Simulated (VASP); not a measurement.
## Te: single point with PBE

Crystal: Te.

```
CELL_PARAMETERS angstrom
9.05623 0.00000 0.00000
0.00000 3.20693 0.00000
0.00000 0.00000 4.51356
ATOMIC_POSITIONS crystal
Te 0.75000 0.50000 0.50012
Te 0.25000 0.50000 0.49988
Te 0.00000 0.50000 0.00000
Te 0.50000 0.50000 0.00000
```

This isn't the form of Te at room conditions, which is trigonal, of chains.

* Program: VASP 6.6.1
* Task: single point
* Functional: PBE
* Potentials or basis: VASP PAW PBE potentials, release 64 (Te)
* Cutoff: 520 eV
* k mesh: 6 × 14 × 10
* Occupations: gaussian, width 0.1 eV
* Spin: no spin polarisation

The pressure is 0.0 GPa. The band gap on the k mesh is zero (bands 12 and 13 overlap by 3.83 eV).

Levels at points of the mesh, in eV from the Fermi level:
```tsv
k point	band 9	band 10	band 11	band 12	band 13	band 14	band 15	band 16
(0.00, 0.00, 0.00)	-2.37	-2.37	1.12	1.18	1.20	2.18	2.30	2.30
(0.50, 0.00, 0.00)	-0.40	-0.40	-0.32	-0.32	1.44	1.44	3.31	3.31
(0.00, 0.50, 0.00)	-2.97	-2.94	-1.08	-1.08	-0.73	-0.73	2.52	2.53
(0.50, 0.50, 0.00)	-2.49	-2.49	-2.29	-2.29	1.01	1.01	1.25	1.25
(0.00, 0.00, 0.50)	-2.39	-2.39	2.31	2.31	2.48	2.48	2.55	2.55
(0.50, 0.00, 0.50)	0.67	0.67	0.68	0.68	2.39	2.39	2.39	2.39
(0.00, 0.50, 0.50)	-4.37	-4.37	-1.10	-1.10	-0.75	-0.75	2.17	2.17
(0.50, 0.50, 0.50)	-3.42	-3.42	-3.41	-3.41	2.12	2.12	2.12	2.12
```

It took 4.6 min on 1 thread of Intel(R) Xeon(R) Platinum 8259CL CPU @ 2.50GHz (Skylake/Cascade Lake), with other jobs on the host, peak memory 0.5 GiB.

Caveat: spin-orbit coupling is left out, which moves the levels of the heavy elements.
